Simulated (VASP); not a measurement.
# PbS (I4/mmm) in VASP: notebook, part 2 of 2

VASP 6.6.1. The steps go on from the part before.

## Step 4: Single point, PBE (strain +0.000 along x and y, -0.015 along z)

INCAR

```
SYSTEM = PbS
PREC = Accurate
ENCUT = 520
EDIFF = 1E-7
ISMEAR = 0
SIGMA = 0.03
LREAL = .False.
LASPH = .True.
NELM = 100
ALGO = Normal
ISIF = 2
LWAVE = .False.
LCHARG = .True.
GGA = PE
LELF = .True.
LVHAR = .True.
NBANDS = 17
```

KPOINTS

```
regular mesh
0
Gamma
  10 10 10
  0 0 0
```

POSCAR

```
PbS
1.0
    0.0000000000      2.9650000000      2.9205250000
    2.9650000000      0.0000000000      2.9205250000
    2.9650000000      2.9650000000      0.0000000000
Pb S
1 1
Direct
    0.0000000000      0.0000000000      0.0000000000
    0.5000000000      0.5000000000      0.5000000000
```

Potentials or basis: VASP PAW PBE potentials, release 64 (Pb_d, S).

Run with:

```
$ cat potpaw_PBE.64/Pb_d/POTCAR potpaw_PBE.64/S/POTCAR > POTCAR
$ mpirun -np 1 vasp_std > vasp.out
```

OUTCAR:

```text
SYSTEM = PbS
   PREC = Accurate
   ENCUT = 520
   EDIFF = 1E-7
   ISMEAR = 0
   LREAL = .False.
   LASPH = .True.
   NELM = 100
   ISIF = 2
   GGA = PE

 ion  position               nearest neighbor table
   1  0.000  0.000  0.000-   2 2.92   2 2.92   2 2.96   2 2.96   2 2.96   2 2.96
   2  0.500  0.500  0.500-   1 2.92   1 2.92   1 2.96   1 2.96   1 2.96   1 2.96

  LATTYP: Found a body centered tetragonal cell.
 ALAT       =     4.1931432124
 C/A-ratio  =     1.3930003589

  Lattice vectors:

 A1 = (   0.0000000000,  -2.9650000000,  -2.9205250000)
 A2 = (   0.0000000000,   2.9650000000,  -2.9205250000)
 A3 = (   2.9650000000,   0.0000000000,   2.9205250000)

Analysis of symmetry for initial positions (statically):
=====================================================================
 Subroutine PRICEL returns:
 Original cell was already a primitive cell.

 Routine SETGRP: Setting up the symmetry group for a
 body centered tetragonal supercell.

 Subroutine GETGRP returns: Found 16 space group operations
 (whereof 16 operations were pure point group operations)
 out of a pool of 16 trial point group operations.

The static configuration has the point symmetry D_4h.

Analysis of symmetry for dynamics (positions and initial velocities):
[... 160 lines left out ...]

 val. band max:        6.0583725032   @ k =   0.5000   0.0000   0.0000
 cond. band min:       6.3558188278   @ k =   0.5000   0.0000   0.0000
 fundamental gap:      0.2974463246
 Fermi energy:         6.2227788702

 k-point     1 :       0.0000    0.0000    0.0000
  band No.  band energies     occupation
      1     -10.8200      2.00000
      2     -10.8163      2.00000
      3     -10.8163      2.00000
      4     -10.8068      2.00000
      5     -10.7968      2.00000
      6      -7.7095      2.00000
[... 457 lines left out ...]
      4     -10.7663      2.00000
      5     -10.7619      2.00000
      6      -6.3762      2.00000
[... 9 lines left out ...]
     16      17.0723      0.00000
     17      17.6966      0.00000

 [... further k-points ...]

------------------------ aborting loop because EDIFF is reached ----------------------------------------

  FORCE on cell =-STRESS in cart. coord.  units (eV):
  Direction    XX          YY          ZZ          XY          YZ          ZX
  --------------------------------------------------------------------------------------
  -------------------------------------------------------------------------------------
  Total        0.8012460      0.8012460      1.5006030      0.0000000      0.0000000      0.0000000
  in kB       24.9997774     24.9997774     46.8205034      0.0000000      0.0000000      0.0000000
  external PRESSURE =      32.2733528 kB  Pullay stress =       0.0000000 kB

 VOLUME and BASIS-vectors are now :
 -----------------------------------------------------------------------------
  energy-cutoff  :      520.00
  volume of cell :       51.35
      direct lattice vectors                 reciprocal lattice vectors
     0.000000000  2.965000000  2.920525000    -0.168634064  0.168634064  0.171202096
     2.965000000  0.000000000  2.920525000     0.168634064 -0.168634064  0.171202096
     2.965000000  2.965000000  0.000000000     0.168634064  0.168634064 -0.171202096

 POSITION                                       TOTAL-FORCE (eV/Angst)
 -----------------------------------------------------------------------------------
      0.00000      0.00000      0.00000        -0.000000      0.000000      0.000000
      2.96500      2.96500      2.92053         0.000000     -0.000000      0.000000
 -----------------------------------------------------------------------------------
    total drift:                                0.000000     -0.000000     -0.000000

  FREE ENERGIE OF THE ION-ELECTRON SYSTEM (eV)
  ---------------------------------------------------
  free  energy   TOTEN  =        -8.7380207740 eV

  energy  without entropy=       -8.7380207740  energy(sigma->0) =       -8.73802077
```

OSZICAR:

```text
N       E                     dE             d eps       ncg     rms          rms(c)
DAV:   1     0.161066655007E+03    0.16107E+03   -0.97063E+03  3484   0.124E+03
DAV:   2     0.324971916871E+01   -0.15782E+03   -0.15177E+03  3719   0.320E+02
DAV:   3    -0.888230654754E+01   -0.12132E+02   -0.12012E+02  4450   0.928E+01
DAV:   4    -0.919696670065E+01   -0.31466E+00   -0.31432E+00  4567   0.161E+01
DAV:   5    -0.920840796430E+01   -0.11441E-01   -0.11440E-01  4973   0.300E+00    0.478E+00
DAV:   6    -0.873465533919E+01    0.47375E+00   -0.13188E+00  5605   0.799E+00    0.335E+00
DAV:   7    -0.873471662484E+01   -0.61286E-04   -0.14571E-01  4223   0.193E+00    0.188E+00
DAV:   8    -0.873826432617E+01   -0.35477E-02   -0.15863E-02  4197   0.137E+00    0.209E-01
DAV:   9    -0.873784597447E+01    0.41835E-03   -0.30668E-03  5561   0.497E-01    0.870E-02
DAV:  10    -0.873801040819E+01   -0.16443E-03   -0.34817E-04  4069   0.120E-01    0.511E-02
DAV:  11    -0.873801986004E+01   -0.94518E-05   -0.66389E-05  4855   0.893E-02    0.208E-02
DAV:  12    -0.873802071314E+01   -0.85310E-06   -0.43388E-06  4523   0.192E-02    0.188E-03
DAV:  13    -0.873802077398E+01   -0.60840E-07   -0.15057E-07  4053   0.358E-03
   1 F= -.87380208E+01 E0= -.87380208E+01  d E =-.194838E-12
```

It took 73 s on 1 thread of Intel Xeon 8259CL, shared host; peak memory 0.23 GiB.

What came out:

| Property | Result |
| --- | --- |
| Free energy | -8.7380 eV |
| Pressure | 3.2 GPa |
| Band gap on the k mesh | 0.30 eV |

Stress tensor (GPa, compression positive):
```
2.50 0.00 0.00
0.00 2.50 0.00
0.00 0.00 4.68
```

Caveat: the cell differs from its parent crystal (strain +0.000 along x and y, -0.015 along z); the cell stands under pressure; spin-orbit coupling is left out, which moves the levels of the heavy elements.

## Step 5: Single point, PBE (strain -0.015 along x and y, +0.015 along z)

INCAR

```
PREC = Accurate ; ENCUT = 520
EDIFF = 1E-6 ; ISMEAR = 0
SIGMA = 0.03 ; LREAL = F
LASPH = T ; NELM = 60
ALGO = Normal ; ISIF = 2
LWAVE = F ; LCHARG = T
GGA = PE ; LELF = T
LVHAR = T ; NBANDS = 17
```

KPOINTS

```
Automatic mesh
0
Gamma
  10 10 10
```

POSCAR

```
PbS
1.0
    0.0000000000      2.9205250000      3.0094750000
    2.9205250000      0.0000000000      3.0094750000
    2.9205250000      2.9205250000      0.0000000000
Pb S
1 1
Direct
    0.0000000000      0.0000000000      0.0000000000
    0.5000000000      0.5000000000      0.5000000000
```

Run with:

```
$ cat potpaw_PBE.64/Pb_d/POTCAR potpaw_PBE.64/S/POTCAR > POTCAR
$ mpirun -np 1 vasp_std > vasp.out
```

Wall time 84 s (1 thread of Intel Xeon 8259CL, shared host); peak memory 0.23 GiB.

Results (log left out):

```
Free energy            : -8.7282 eV
Pressure               : 3.3 GPa
Band gap on the k mesh : 0.28 eV
```

Stress tensor (GPa, compression positive):
```
4.67 0.00 0.00
0.00 4.67 0.00
0.00 0.00 0.67
```

Levels at points of the mesh, in eV from the valence-band top:
```
           k point  band 8  band 9  band 10  band 11  band 12  band 13
(0.00, 0.00, 0.00)   -2.37   -2.37    -2.14     4.78     5.46     5.46
(0.50, 0.00, 0.00)   -1.93   -1.85     0.00     0.28     1.81     1.98
(0.50, 0.50, 0.00)   -5.34   -3.55    -3.55     3.84     5.37     5.83
(0.50, 0.00, 0.50)   -5.40   -3.76    -3.45     3.72     5.33     5.71
```

Caveat: the cell differs from its parent crystal (strain -0.015 along x and y, +0.015 along z); the cell stands under pressure; spin-orbit coupling is left out, which moves the levels of the heavy elements.

## Step 6: The runs side by side

| cell | gap on the mesh (eV) | pressure (GPa) |
| --- | --- | --- |
| a = 4.195, b = 4.195, c = 4.067 Å, angles 61.0, 61.0, 58.0°, 2 atoms | 0.14 | 4.9 |
| a = 4.162, b = 4.162, c = 4.130 Å, angles 60.3, 60.3, 59.5°, 2 atoms | 0.24 | 4.3 |
| a = 4.162, b = 4.162, c = 4.193 Å, angles 59.8, 59.8, 60.5°, 2 atoms | 0.30 | 3.2 |
| a = 4.194, b = 4.194, c = 4.130 Å, angles 60.5, 60.5, 59.0°, 2 atoms | 0.28 | 3.3 |

Alike in all rows: task single point; level PBE; potentials or basis VASP PAW PBE potentials, release 64 (Pb_d, S); no spin polarisation; k mesh 10 × 10 × 10; cutoff (eV) 520; smearing gaussian 0.03 eV.

Caveats: the cell stands under pressure; spin-orbit coupling is left out, which moves the levels of the heavy elements.

Total energies depend on the potentials used, so only differences within one code and one set of settings carry meaning.
